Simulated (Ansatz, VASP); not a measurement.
# Two plane-wave programs on P

Contents of INCAR:

```
SYSTEM = P
  PREC = Accurate
  ENCUT = 520
  EDIFF = 1E-6
  ISMEAR = -1
  SIGMA = 0.05
  LREAL = .FALSE.
  LASPH = .TRUE.
  NELM = 100
  ALGO = Normal
  ISIF = 2
  LWAVE = .FALSE.
  LCHARG = .FALSE.
  GGA = PS
  NBANDS = 18
```

KPOINTS

```
Automatic mesh
0
G
  8 1 6
  0 0 0
```

Contents of POSCAR:

```
P
1.0
    3.2166940593      0.0000000000      0.0000000000
    0.0000000000     34.1454633489      0.0000000000
    0.0000000000      0.0000000000      4.5375258363
P
4
Direct
    0.5000000000      0.9702614300      0.9078492800
    0.5000000000      0.0297385700      0.0921507200
    0.0000000000      0.0297385700      0.4078492800
    0.0000000000      0.9702614300      0.5921507200
```

input.yaml

```yaml
crystal:
  lattice:
    - [3.2166940593, 0.0, 0.0]
    - [0.0, 34.1454633489, 0.0]
    - [0.0, 0.0, 4.5375258363]
  atoms:
    - { symbol: P, position: [0.5, 0.97026143, 0.90784928] }
    - { symbol: P, position: [0.5, 0.02973857, 0.09215072] }
    - { symbol: P, position: [0.0, 0.02973857, 0.40784928] }
    - { symbol: P, position: [0.0, 0.97026143, 0.59215072] }
hamiltonian:
  xc: pbesol
  pseudopotentials: { kind: paw }
kpoints:
  mp_grid: { grid: [8, 1, 6] }
scf:
  occupations: { method: fermi_dirac, width: 0.05 }
output:
  forces: true
  stress: true
  eigenvalues: true
```

Alike in both runs: task single point; functional PBEsol; k mesh 8 × 1 × 6; occupations fermi-dirac, width 0.05 eV; no spin polarisation.

|  | VASP | Ansatz |
| --- | --- | --- |
| version | VASP 6.6.1 | Ansatz 0.2.0 |
| potentials or method | VASP PAW PBE potentials, release 64 (P) | Ansatz PAW |
| plane-wave cutoff (eV) | 520 | 420 |
| valence electrons in the cell | 20 | 20 |

Ansatz gave:

* gap on the k mesh at the Fermi level (eV): 0.82
* least direct gap on the mesh (eV): 0.85
* rms of the force components (eV/Å): 0.476

Problem. What did VASP give for the same quantities?

Solution. gap on the k mesh at the Fermi level (eV): 0.84; least direct gap on the mesh (eV): 0.87; rms of the force components (eV/Å): 0.464.

VASP's potentials were made for PBE, not for PBEsol. Atom by atom the forces differ by 0.012 eV/Å (rms over components). With one functional, cell and mesh, what is left measures potentials, basis and numerics.
